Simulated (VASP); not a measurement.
Wanted: the native input for a VASP 6.6.1 run.

```yaml
Task: single point
Functional: r2SCAN
Potentials_or_basis: VASP PAW PBE potentials, release 64 (Mg)
Cutoff: 520 eV
k_mesh: 18 × 18 × 18
Occupations: gaussian, width 0.15 eV
Spin: no spin polarisation
Dipole_correction: no
Further_INCAR_settings: ALGO = Normal; EDIFF = 1e-07; NBANDS = 7
```

Mg:

```
CELL_PARAMETERS angstrom
0.00000 2.24426 2.24426
2.24426 0.00000 2.24426
2.24426 2.24426 0.00000
ATOMIC_POSITIONS crystal
Mg 0.00000 0.00000 0.00000
```

One way to write it, as run:

POSCAR

```
Mg
1.0
    0.0000000000      2.2442560000      2.2442560000
    2.2442560000      0.0000000000      2.2442560000
    2.2442560000      2.2442560000      0.0000000000
Mg
1
Direct
    0.0000000000      0.0000000000      0.0000000000
```

INCAR.step1

```
SYSTEM = Mg
  ALGO = Normal
  EDIFF = 1E-4
  ENCUT = 520
  GGA = PE
  ISMEAR = 0
  LASPH = .True.
  LCHARG = .False.
  LREAL = .False.
  LWAVE = .True.
  NBANDS = 7
  NELM = 80
  PREC = Accurate
  SIGMA = 0.15
```

INCAR.step2

```
SYSTEM = Mg
  ALGO = Normal
  EDIFF = 1E-7
  ENCUT = 520
  ISIF = 2
  ISMEAR = 0
  ISTART = 1
  LASPH = .True.
  LCHARG = .True.
  LELF = .True.
  LMIXTAU = .True.
  LREAL = .False.
  LVHAR = .True.
  LWAVE = .False.
  METAGGA = R2SCAN
  NBANDS = 7
  NELM = 80
  PREC = Accurate
  SIGMA = 0.15
```

KPOINTS

```
k-points
0
Gamma
  18 18 18
  0 0 0
```

Potentials or basis: VASP PAW PBE potentials, release 64 (Mg).

Command:

```bash
$ cat potpaw_PBE.64/Mg/POTCAR > POTCAR
$ cp INCAR.step1 INCAR
$ mpirun -np 1 vasp_std > vasp.out
$ cp INCAR.step2 INCAR
$ mpirun -np 1 vasp_std > vasp.out
```

It gave:

```
Pressure               : 0.0 GPa
Band gap on the k mesh : zero (band 1 reaches 3.85 eV, above the bottom of band 2 at 1.47 eV)
```

Caveat: the PAW data sets were made with another functional, which shifts forces and pressure a little.

It took 90 s on 1 thread of AMD EPYC 7R13 Processor (Zen 3), on a shared host, peak memory 0.13 GiB.
